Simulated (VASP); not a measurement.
A run of VASP 6.6.1 is set up as follows.

The input INCAR:

```
ALGO = Normal
EDIFF = 1E-6
ENCUT = 520
GGA = PE
ISIF = 2
ISMEAR = 0
LASPH = True
LCHARG = True
LELF = True
LREAL = False
LVHAR = True
LWAVE = False
NBANDS = 20
NELM = 60
PREC = Accurate
SIGMA = 0.01
```

KPOINTS

```
k-points
0
Gamma
  4 4 4
```

POSCAR

```
Te2Mo
1.0
    1.7734078856      1.0238775201      7.1041366750
   -1.7734078856      1.0238775201      7.1041366750
    0.0000000000     -2.0477550403      7.1041366750
Mo Te
1 2
Direct
   -0.0000368534     -0.0000368534     -0.0000368534
    0.4174226665      0.4174226665      0.4174226665
    0.2492808535      0.2492808535      0.2492808535
```

Potentials or basis: VASP PAW PBE potentials, release 64 (Mo_sv, Te).

Command:

```sh
$ cat potpaw_PBE.64/Mo_sv/POTCAR potpaw_PBE.64/Te/POTCAR > POTCAR
$ mpirun -np 1 vasp_std > vasp.out
```

(1) What does it give for the pressure?

(2) What does it give for the largest force?

(3) Estimate the band gap on the k mesh.

## Answers

(1) 1.8 GPa.

(2) 0.223 eV/Å.

(3) 0.98 eV, indirect (least direct gap 1.44 eV).

Caveat: the k points lie up to 0.52 Å⁻¹ apart; spin-orbit coupling is left out, which moves the levels of the heavy elements.
